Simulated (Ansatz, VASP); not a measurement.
# Al9H in VASP and in Ansatz

```
Al H
1.0
     5.70709    0.00000    0.00000
    -1.42677    9.70148    0.00000
     0.00000    0.00000   22.79037
Al H
18 2
Direct
  0.26622 0.06489 0.17551
  0.76622 0.06489 0.17551
  0.33548 0.34192 0.21920
  0.83548 0.34192 0.21920
  0.14933 0.59733 0.22794
  0.64933 0.59733 0.22794
  0.46318 0.85274 0.23668
  0.96318 0.85274 0.23668
  0.03198 0.12771 0.28083
  0.53198 0.12771 0.28083
  0.09979 0.40422 0.33011
  0.59979 0.40422 0.33011
  0.41440 0.65967 0.33698
  0.91440 0.65967 0.33698
  0.22631 0.91108 0.34493
  0.72631 0.91108 0.34493
  0.29624 0.18141 0.38571
  0.79624 0.18141 0.38571
  0.60626 0.33035 0.41949
  0.60626 0.51891 0.41949
```

Alike in both runs: task single point; functional PBE; k mesh 5 × 3 × 1; occupations gaussian, width 0.1 eV; no spin polarisation.

```csv
,VASP,Ansatz
version,VASP 6.6.1,Ansatz 0.2.0
potentials or method,"VASP PAW PBE potentials, release 64 (Al, H), cutoff 520 eV","scalar-relativistic, plane waves, PAW"
valence electrons in the cell,56,56
```

```csv
,VASP,Ansatz,Ansatz less VASP
gap on the k mesh at the Fermi level (eV),none,none,-
rms of the force components (eV/Å),0.239,0.239,+0.0002
```

Atom by atom the forces differ by 0.001 eV/Å (rms over components). A gap of «none» marks a metal or a gap that the smearing closes. With one functional, cell and mesh, what is left measures potentials, basis and numerics.
